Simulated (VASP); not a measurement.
The system is Na.

```xyz
1
Lattice="-2.1400 2.1400 2.1400 2.1400 -2.1400 2.1400 2.1400 2.1400 -2.1400" Properties=species:S:1:pos:R:3 pbc="T T T"
Na    0.0000    0.0000    0.0000
```

- Program: VASP 6.6.1
- Task: relaxation of cell and atoms
- Functional: PBE
- Potentials or basis: VASP PAW PBE potentials, release 64 (Na_pv)
- Cutoff: 500 eV
- k mesh: 13 × 13 × 13
- Occupations: methfessel-paxton, width 0.1 eV
- Spin: no spin polarisation

At the start: pressure -0.4 GPa; volume 39.20 Å³/atom.

Question: How do energy, volume and symmetry change on relaxing?

Answer: Over 3 steps the energy falls by 3.2 meV/atom and the volume is 36.83 Å³/atom (-6.0 %); space group Im-3m (No. 229, to 0.1 Å) before and after.

The path:
| step | energy change (eV) | largest force (eV/Å) | pressure (GPa) | volume (Å³) |
| --- | --- | --- | --- | --- |
| 1 | 0.0000 | 0.0000 | -0.44 | 39.20 |
| 2 | -0.0014 | 0.0000 | -0.33 | 38.60 |
| 3 | -0.0032 | 0.0000 | 0.02 | 36.83 |

Final structure:
```
Na
1.0
    -2.09598    2.09598    2.09598
     2.09598   -2.09598    2.09598
     2.09598    2.09598   -2.09598
Na
1
Direct
  0.00000 0.00000 0.00000
```
